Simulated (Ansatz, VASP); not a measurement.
# Fe: VASP beside Ansatz

INCAR

```
PREC = Accurate
ENCUT = 520
EDIFF = 1E-6
ISMEAR = 0
SIGMA = 0.05
LREAL = False
LASPH = True
NELM = 150
ALGO = Normal
ISIF = 2
LWAVE = False
LCHARG = True
ISPIN = 2
MAGMOM = 0.5 0.5
LORBIT = 11
LMAXMIX = 4
GGA = PE
LELF = True
LVHAR = True
NBANDS = 19
```

KPOINTS

```
Automatic mesh
0
Gamma
  18 18 10
```

Contents of POSCAR:

```
Fe
1.0
    2.5248651795      0.0000000000      0.0000000000
   -1.2624325897      2.1865973866      0.0000000000
    0.0000000000      0.0000000000      4.3740008733
Fe
2
Direct
    0.3333333333      0.6666666667      0.7500000000
    0.6666666667      0.3333333333      0.2500000000
```

Input for Ansatz:

```yaml
crystal:
  lattice:
    - [2.5248651795, 0.0, 0.0]
    - [-1.2624325897, 2.1865973866, 0.0]
    - [0.0, 0.0, 4.3740008733]
  atoms:
    - { symbol: Fe, position: [0.3333333333, 0.6666666667, 0.75], spin: 0.5 }
    - { symbol: Fe, position: [0.6666666667, 0.3333333333, 0.25], spin: 0.5 }
basis:
  ecutwfc: 420
  ecutrho_ratio: 4
kpoints:
  mp_grid: { grid: [18, 18, 10] }
hamiltonian:
  xc: pbe
scf:
  occupations: { method: gaussian, width: 0.05 }
output:
  forces: true
  stress: true
  eigenvalues: true
  populations: true
magnetization:
  spin_polarized: true
```

Alike in both runs: task single point; functional PBE; k mesh 18 × 18 × 10; occupations gaussian, width 0.05 eV; collinear spin.

|  | VASP | Ansatz |
| --- | --- | --- |
| version | VASP 6.6.1 | Ansatz 0.2.0 |
| potentials or method | VASP PAW PBE potentials, release 64 (Fe), cutoff 520 eV | scalar-relativistic, plane waves, PAW |
| valence electrons in the cell | 16 | 32 |

```tsv
	VASP	Ansatz	Ansatz less VASP
net moment per atom (μB)	0.00	0.00	0.000
size of the moment on the site where the two differ most (μB)	0.00	2.04	+2.042
```

Site moments also hang on the region over which each program counts them. VASP's potentials hold 16 valence electrons a cell and Ansatz's 32, so a difference there can come from the potentials and not from the codes. Ansatz's warnings: seeded moment not kept, stability check not made.
